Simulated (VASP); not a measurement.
# Cd3Fe (Pm-3m) in VASP: relaxation of cell and atoms with PBE

Aim: the relaxation of cell and atoms of Cd3Fe with PBE.

All numbers are computed with VASP 6.6.1; they aren't measurements. Logs are shortened: lines on timing, memory, paths and dates and some standing lists are left out, and cuts for length are marked.

## 1. The cell of the first run

It takes space group Pm-3m (No. 221, cubic). Conventional cell: a = 4.218 Å, b = 4.218 Å, c = 4.218 Å, α = 90.00°, β = 90.00°, γ = 90.00°. Cd (site symmetry 4/mmm) has 8 Cd at 2.98 Å and 4 Fe at 2.98 Å within 3.9 Å. Fe (site symmetry m-3m) has 12 Cd at 2.98 Å within 3.9 Å.

## 2. Relaxation of cell and atoms, PBE, collinear spin, ferromagnetic start

File INCAR:

```
SYSTEM = Cd3Fe
PREC     = Accurate       ! precision mode
ENCUT    = 600            ! plane-wave cutoff, eV
EDIFF    = 1E-7           ! SCF threshold, eV
ISMEAR   = 0              ! smearing method
SIGMA    = 0.1            ! smearing width, eV
LREAL    = .FALSE.        ! projectors in reciprocal space
LASPH    = .TRUE.         ! aspherical terms in the spheres
NELM     = 200            ! most SCF steps
ALGO     = Normal         ! electronic algorithm
ISIF     = 3              ! what is computed and relaxed
LWAVE    = .FALSE.        ! write WAVECAR
LCHARG   = .FALSE.        ! write CHGCAR
ISPIN    = 2              ! spin polarisation
MAGMOM   = 0 0 0 2.87     ! initial moments
LORBIT   = 11             ! projections on sites
LMAXMIX  = 4              ! l up to which the mixer works
GGA      = PE             ! functional
IBRION   = 2              ! ionic algorithm
NSW      = 100            ! ionic steps
EDIFFG   = -0.01          ! ionic threshold
GGA_COMPAT= .FALSE.      
NELMIN   = 4            
KPAR     = 4
```

File KPOINTS:

```
Automatic mesh
0
G
  12 12 12
  0 0 0
```

File POSCAR:

```
Cd3Fe
1.0
    4.2178648785      0.0000000000      0.0000000000
    0.0000000000      4.2178648785      0.0000000000
    0.0000000000      0.0000000000      4.2178648785
Cd Fe
3 1
Direct
    0.0000000000      0.5000000000      0.5000000000
    0.5000000000      0.0000000000      0.5000000000
    0.5000000000      0.5000000000      0.0000000000
    0.0000000000      0.0000000000      0.0000000000
```

Potentials or basis: VASP PAW PBE potentials, release 64 (Cd, Fe).

Command:

```bash
> cat potpaw_PBE.64/Cd/POTCAR potpaw_PBE.64/Fe/POTCAR > POTCAR
> mpirun -np 4 vasp_std > vasp.out
```

OUTCAR:

```text
SYSTEM = Cd3Fe
   PREC = Accurate
   ENCUT = 600
   EDIFF = 1E-7
   ISMEAR = 0
   LREAL = .FALSE.
   LASPH = .TRUE.
   NELM = 200
   ISIF = 3
   ISPIN = 2
   LORBIT = 11
   GGA = PE
   IBRION = 2
   NSW = 100
   EDIFFG = -0.01
   NELMIN = 4

 ion  position               nearest neighbor table
   1  0.000  0.500  0.500-   2 2.98   3 2.98   4 2.98   3 2.98   4 2.98   2 2.98   4 2.98   4 2.98
                             2 2.98   3 2.98   3 2.98   2 2.98
   2  0.500  0.000  0.500-   1 2.98   3 2.98   4 2.98   3 2.98   4 2.98   1 2.98   3 2.98   3 2.98
                             1 2.98   4 2.98   4 2.98   1 2.98
   3  0.500  0.500  0.000-   1 2.98   2 2.98   4 2.98   1 2.98   2 2.98   2 2.98   4 2.98   2 2.98
                             1 2.98   4 2.98   1 2.98   4 2.98
   4  0.000  0.000  0.000-   1 2.98   2 2.98   3 2.98   1 2.98   2 2.98   1 2.98   3 2.98   1 2.98
                             2 2.98   3 2.98   2 2.98   3 2.98

  LATTYP: Found a simple cubic cell.
 ALAT       =     4.2178648785

  Lattice vectors:

 A1 = (   4.2178648785,   0.0000000000,   0.0000000000)
 A2 = (   0.0000000000,   4.2178648785,   0.0000000000)
 A3 = (   0.0000000000,   0.0000000000,   4.2178648785)

Analysis of symmetry for initial positions (statically):
=====================================================================
 Subroutine PRICEL returns:
 Original cell was already a primitive cell.

 Routine SETGRP: Setting up the symmetry group for a
 simple cubic supercell.

 Subroutine GETGRP returns: Found 48 space group operations
 (whereof 48 operations were pure point group operations)
 out of a pool of 48 trial point group operations.

The static configuration has the point symmetry O_h .

Analysis of symmetry for dynamics (positions and initial velocities):
=====================================================================
 Subroutine PRICEL returns:
 Original cell was already a primitive cell.

 Routine SETGRP: Setting up the symmetry group for a
 simple cubic supercell.

 Subroutine GETGRP returns: Found 48 space group operations
 (whereof 48 operations were pure point group operations)
 out of a pool of 48 trial point group operations.

The dynamic configuration has the point symmetry O_h .

Analysis of structural, dynamic, and magnetic symmetry:
=====================================================================
 Subroutine PRICEL returns:
 Original cell was already a primitive cell.

 Routine SETGRP: Setting up the symmetry group for a
 simple cubic supercell.

 Subroutine GETGRP returns: Found 48 space group operations
 (whereof 48 operations were pure point group operations)
 out of a pool of 48 trial point group operations.

The overall configuration has the point symmetry O_h .

 Subroutine INISYM returns: Found 48 space group operations
 (whereof 48 operations are pure point group operations),
 and found     1 'primitive' translations

----------------------------------------------------------------------------------------

                                     Primitive cell

  volume of cell :      75.0374

  direct lattice vectors                    reciprocal lattice vectors
     4.217864879  0.000000000  0.000000000     0.237086779  0.000000000  0.000000000
     0.000000000  4.217864879  0.000000000     0.000000000  0.237086779  0.000000000
     0.000000000  0.000000000  4.217864879     0.000000000  0.000000000  0.237086779

  length of vectors
     4.217864879  4.217864879  4.217864879     0.237086779  0.237086779  0.237086779

  position of ions in fractional coordinates (direct lattice)
     0.000000000  0.500000000  0.500000000
     0.500000000  0.000000000  0.500000000
[... 113 lines left out ...]
 spin polarized calculation
 Gauss-broadening in eV      SIGMA  =   0.10
  energy-cutoff  :      600.00
  volume of cell :       75.04
 maximum number of plane-waves:      2522
 NGX is ok and might be reduce to    36
   NGX = 17   NGY = 17   NGZ = 17

--------------------------------------- Ionic step        1  -------------------------------------------

 number of electron      44.0000017 magnetization       2.4258736

 Free energy of the ion-electron system (eV)
  ---------------------------------------------------
  ext. energy  EPLUGINS =         0.00000000
  ---------------------------------------------------
  free energy    TOTEN  =        -9.52689074 eV

  energy without entropy =       -9.51660078  energy(sigma->0) =       -9.52174576

------------------------ aborting loop because EDIFF is reached ----------------------------------------

  FORCE on cell =-STRESS in cart. coord.  units (eV):
  Direction    XX          YY          ZZ          XY          YZ          ZX
  --------------------------------------------------------------------------------------
  -------------------------------------------------------------------------------------
  Total        0.0710541      0.0710541      0.0710541      0.0000000      0.0000000      0.0000000
  in kB        1.5171255      1.5171255      1.5171255      0.0000000      0.0000000      0.0000000
  external PRESSURE =       1.5171255 kB  Pullay stress =       0.0000000 kB

 VOLUME and BASIS-vectors are now :
 -----------------------------------------------------------------------------
  energy-cutoff  :      600.00
  volume of cell :       75.04
      direct lattice vectors                 reciprocal lattice vectors
     4.217864879  0.000000000  0.000000000     0.237086779  0.000000000  0.000000000
     0.000000000  4.217864879  0.000000000     0.000000000  0.237086779  0.000000000
     0.000000000  0.000000000  4.217864879     0.000000000  0.000000000  0.237086779

 POSITION                                       TOTAL-FORCE (eV/Angst)
 -----------------------------------------------------------------------------------
      0.00000      2.10893      2.10893         0.000000      0.000000      0.000000
      2.10893      0.00000      2.10893         0.000000      0.000000      0.000000
      2.10893      2.10893      0.00000         0.000000      0.000000      0.000000
      0.00000      0.00000      0.00000         0.000000      0.000000      0.000000
 -----------------------------------------------------------------------------------
    total drift:                                0.000000      0.000000      0.000000

  FREE ENERGIE OF THE ION-ELECTRON SYSTEM (eV)
  ---------------------------------------------------
  free  energy   TOTEN  =        -9.5268907358 eV

  energy  without entropy=       -9.5166007760  energy(sigma->0) =       -9.52174576

--------------------------------------- Ionic step        2  -------------------------------------------

 number of electron      44.0000018 magnetization       2.4290850

 Free energy of the ion-electron system (eV)
  ---------------------------------------------------
  ext. energy  EPLUGINS =         0.00000000
  ---------------------------------------------------
  free energy    TOTEN  =        -9.52695641 eV

  energy without entropy =       -9.51663582  energy(sigma->0) =       -9.52179611

 E-fermi :   3.3692     XC(G=0): -11.4728

 val. band max:        3.3542842642   @ k =   0.3333   0.1667   0.0833
 cond. band min:       3.3753849126   @ k =   0.5000   0.3333   0.3333
 fundamental gap:      0.0211006484
 Fermi energy:         3.3691784992

 spin component 1

 k-point     1 :       0.0000    0.0000    0.0000
  band No.  band energies     occupation
      1      -6.6567      1.00000
      2      -6.3391      1.00000
      3      -6.3391      1.00000
      4      -6.3391      1.00000
      5      -5.9773      1.00000
      6      -5.9773      1.00000
[... 709 lines left out ...]
     26       8.0159      0.00000
     27       8.8290      0.00000

 [... further k-points ...]

 spin component 2

 k-point     1 :       0.0000    0.0000    0.0000
  band No.  band energies     occupation
      1      -6.6382      1.00000
      2      -6.3634      1.00000
      3      -6.3634      1.00000
      4      -6.3634      1.00000
      5      -6.0098      1.00000
      6      -6.0098      1.00000
[... 709 lines left out ...]
     26       8.1657      0.00000
     27       9.0206      0.00000

 [... further k-points ...]

------------------------ aborting loop because EDIFF is reached ----------------------------------------

  FORCE on cell =-STRESS in cart. coord.  units (eV):
  Direction    XX          YY          ZZ          XY          YZ          ZX
  --------------------------------------------------------------------------------------
  -------------------------------------------------------------------------------------
  Total       -0.0187158     -0.0187158     -0.0187158      0.0000000     -0.0000000      0.0000000
  in kB       -0.3985885     -0.3985885     -0.3985885      0.0000000     -0.0000000      0.0000000
  external PRESSURE =      -0.3985885 kB  Pullay stress =       0.0000000 kB

 VOLUME and BASIS-vectors are now :
 -----------------------------------------------------------------------------
  energy-cutoff  :      600.00
  volume of cell :       75.23
      direct lattice vectors                 reciprocal lattice vectors
     4.221479416  0.000000000  0.000000000     0.236883780 -0.000000000  0.000000000
     0.000000000  4.221479416  0.000000000    -0.000000000  0.236883780 -0.000000000
    -0.000000000  0.000000000  4.221479416    -0.000000000 -0.000000000  0.236883780

 POSITION                                       TOTAL-FORCE (eV/Angst)
 -----------------------------------------------------------------------------------
      0.00000      2.11074      2.11074         0.000000      0.000000      0.000000
      2.11074      0.00000      2.11074        -0.000000      0.000000      0.000000
      2.11074      2.11074      0.00000        -0.000000      0.000000      0.000000
      0.00000      0.00000      0.00000        -0.000000      0.000000      0.000000
 -----------------------------------------------------------------------------------
    total drift:                                0.000000      0.000000      0.000000

  FREE ENERGIE OF THE ION-ELECTRON SYSTEM (eV)
  ---------------------------------------------------
  free  energy   TOTEN  =        -9.5269564071 eV

  energy  without entropy=       -9.5166358210  energy(sigma->0) =       -9.52179611

 reached required accuracy - stopping structural energy minimisation

 total charge

# of ion       s       p       d       tot
------------------------------------------
    1        0.512   0.367   9.478  10.357
    2        0.512   0.367   9.478  10.357
    3        0.512   0.367   9.478  10.357
    4        0.304   0.255   6.211   6.770
--------------------------------------------------
tot          1.840   1.356  34.646  37.842

 magnetization (x)

# of ion       s       p       d       tot
------------------------------------------
    1       -0.019  -0.023   0.001  -0.042
    2       -0.019  -0.023   0.001  -0.042
    3       -0.019  -0.023   0.001  -0.042
    4        0.039   0.011   2.586   2.636
--------------------------------------------------
tot         -0.019  -0.059   2.588   2.510
```

Wall time 81 s (4 MPI ranks of Intel Xeon 6975P-C (Granite Rapids), shared host); peak memory 0.46 GiB.

Results:

- Free energy: -9.5270 eV
- Relaxed volume: 18.81 Å³/atom
- Relaxed cell: a = 4.221 Å, b = 4.221 Å, c = 4.221 Å, α = 90.00°, β = 90.00°, γ = 90.00°
- Space group after relaxing (to 0.1 Å): Pm-3m (No. 221)
- Energy gained by relaxing: 0.0 meV/atom
- Ionic steps: 2
- Pressure after relaxing: 0.0 GPa
- Net moment: 2.43 μB per cell
- Site moments: Cd -0.04; Fe +2.64 μB
- Valence electrons inside the program's atomic spheres: Cd 10.36; Fe 6.77

Final structure:
```
CELL_PARAMETERS angstrom
4.22148 0.00000 0.00000
0.00000 4.22148 0.00000
0.00000 0.00000 4.22148
ATOMIC_POSITIONS crystal
Cd 0.00000 0.50000 0.50000
Cd 0.50000 0.00000 0.50000
Cd 0.50000 0.50000 0.00000
Fe 0.00000 0.00000 0.00000
```

Levels at points of the mesh, in eV from the Fermi level:
Spin up:
```csv
k point,band 20,band 21,band 22,band 23,band 24,band 25,band 26,band 27
"(0.00, 0.00, 0.00)",-1.86,-1.86,-0.26,-0.26,-0.26,2.99,2.99,3.51
"(0.50, 0.00, 0.00)",-2.34,-2.27,-1.88,3.09,3.09,3.33,3.33,3.49
"(0.50, 0.50, 0.00)",-2.30,-2.22,-2.22,-1.73,-1.25,5.61,5.89,6.03
"(0.50, 0.50, 0.50)",-2.20,-2.20,-1.82,-1.82,-1.82,0.42,0.42,0.42
```
Spin down:
| k point | band 19 | band 20 | band 21 | band 22 | band 23 | band 24 |
| --- | --- | --- | --- | --- | --- | --- |
| (0.00, 0.00, 0.00) | -0.29 | -0.29 | -0.29 | 0.23 | 0.23 | 0.23 |
| (0.50, 0.00, 0.00) | -0.63 | -0.18 | 0.20 | 0.58 | 3.38 | 3.41 |
| (0.50, 0.50, 0.00) | -3.18 | -0.34 | -0.34 | 0.66 | 0.67 | 0.79 |
| (0.50, 0.50, 0.50) | -1.96 | -1.86 | -1.86 | -1.86 | 0.78 | 0.78 |
